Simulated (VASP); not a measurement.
SnO2, 6 atoms in the cell. The structure is tetragonal, space group P4_2/mnm (No. 136). Conventional cell: a = 4.823 Å, b = 4.823 Å, c = 3.241 Å, α = 90.00°, β = 90.00°, γ = 90.00°. Sn (site symmetry mmm) has 6 O at 2.09 Å within 2.8 Å. O (site symmetry m2m) has 3 Sn at 2.09 Å and 1 O at 2.64 Å within 2.8 Å. 

- Program: VASP 6.6.1
- Task: relaxation of cell and atoms
- Functional: PBE
- Dispersion: D3(BJ)
- Potentials or basis: VASP PAW PBE potentials, release 64 (Sn_d, O)
- Cutoff: 600 eV
- k mesh: 6 × 6 × 8
- Occupations: gaussian, width 0.02 eV
- Spin: no spin polarisation
- Dipole correction: no
- Further INCAR settings: ALGO = Normal; EDIFF = 1e-07; IBRION = 2; EDIFFG = -0.02; NSW = 70; ISIF = 3

Potentials or basis: VASP PAW PBE potentials, release 64 (Sn_d, O).

Command:

```sh
$ cat potpaw_PBE.64/Sn_d/POTCAR potpaw_PBE.64/O/POTCAR > POTCAR
$ mpirun -np 1 vasp_std > vasp.out
```

Hardware: 1 thread of Intel(R) Xeon(R) Platinum 8259CL CPU @ 2.50GHz (Skylake/Cascade Lake) (shared host).

Question: How long does it take, and how much memory?

Answer: It took 5.2 min on 1 thread of Intel(R) Xeon(R) Platinum 8259CL CPU @ 2.50GHz (Skylake/Cascade Lake) (shared host), peak memory 0.29 GiB. Counts: scf iterations 40, k points 50, ion steps 4.
